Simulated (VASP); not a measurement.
# BN: single point with PBEsol

Crystal: BN.

```
B N
1.0
    -0.01808    1.79846    1.79846
     1.79846   -0.01808    1.79846
     1.79846    1.79846   -0.01808
B N
1 1
Direct
  0.00000 0.00000 0.00000
  0.75000 0.75000 0.75000
```

This cell differs from its parent crystal: equal xy, yz and zx shear strains of -1 %.

* Program: VASP 6.6.1
* Task: single point
* Functional: PBEsol
* Potentials or basis: VASP PAW PBE potentials, release 64 (B, N)
* Cutoff: 520 eV
* k mesh: 13 × 13 × 13
* Occupations: fermi-dirac, width 0.03 eV
* Spin: no spin polarisation

```yaml
Pressure: -2.2 GPa
Largest_force: 0.051 eV/Å
Band_gap_on_the_k_mesh: 4.31 eV, indirect (least direct gap 8.59 eV)
```

Forces in eV/Å, atoms in the order of the input:
```
B    0.029  0.029  0.029
N   -0.029 -0.029 -0.029
```

Stress tensor (GPa, compression positive):
```
-2.21  4.59  4.59
 4.59 -2.21  4.59
 4.59  4.59 -2.21
```

Levels at points of the mesh, in eV from the valence-band top:
```
           k point  band 1  band 2  band 3  band 4  band 5  band 6  band 7  band 8  band 9
(0.00, 0.00, 0.00)  -20.29   -0.05   -0.05    0.00    8.59    8.59    8.91   10.33   24.48
```

Run time: 39 s on 1 thread of AMD EPYC 7R13, on a shared host, peak memory 0.11 GiB.

Caveat: the cell differs from its parent crystal (equal xy, yz and zx shear strains of -1 %); the PAW data sets were made with another functional, which shifts forces and pressure a little. A k mesh can miss the band edges.
